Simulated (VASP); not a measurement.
A run of VASP 6.6.1:

File INCAR:

```
SYSTEM = Te2Mo
ALGO = Normal
EDIFF = 1E-6
ENCUT = 520
GGA = PE
ISIF = 2
ISMEAR = 0
LASPH = .True.
LCHARG = .False.
LREAL = .False.
LWAVE = .False.
NBANDS = 35
NELM = 80
PREC = Accurate
SIGMA = 0.05
```

The input KPOINTS:

```
k-points
0
Gamma
  9 9 2
  0 0 0
```

The input POSCAR:

```
Te2Mo
1.0
   -1.7785332447     -3.0805099428      0.0000000000
    1.7785332447     -3.0805099428      0.0000000000
    0.0000000000      0.0000000000     19.7047171722
Te Mo
4 2
Direct
    0.6666666667      0.6666666667      0.1011561033
    0.3333333333      0.3333333333      0.4869702472
    0.6666666667      0.6666666667      0.2846580405
    0.3333333333      0.3333333333      0.6704721844
    0.6666666667      0.6666666667      0.5787212158
    0.3333333333      0.3333333333      0.1929070719
```

Potentials or basis: VASP PAW PBE potentials, release 64 (Te, Mo_sv).

Launch:

```bash
$ cat potpaw_PBE.64/Te/POTCAR potpaw_PBE.64/Mo_sv/POTCAR > POTCAR
$ mpirun -np 1 vasp_std > vasp.out
```

Hardware: 1 thread of Intel(R) Xeon(R) 6975P-C (Granite Rapids), on a shared host.

Question: How long does it take, and how much memory?

Answer: Wall time 120 s on 1 thread of Intel(R) Xeon(R) 6975P-C (Granite Rapids), on a shared host, peak memory 0.42 GiB. Counts: scf iterations 18, k points 24.
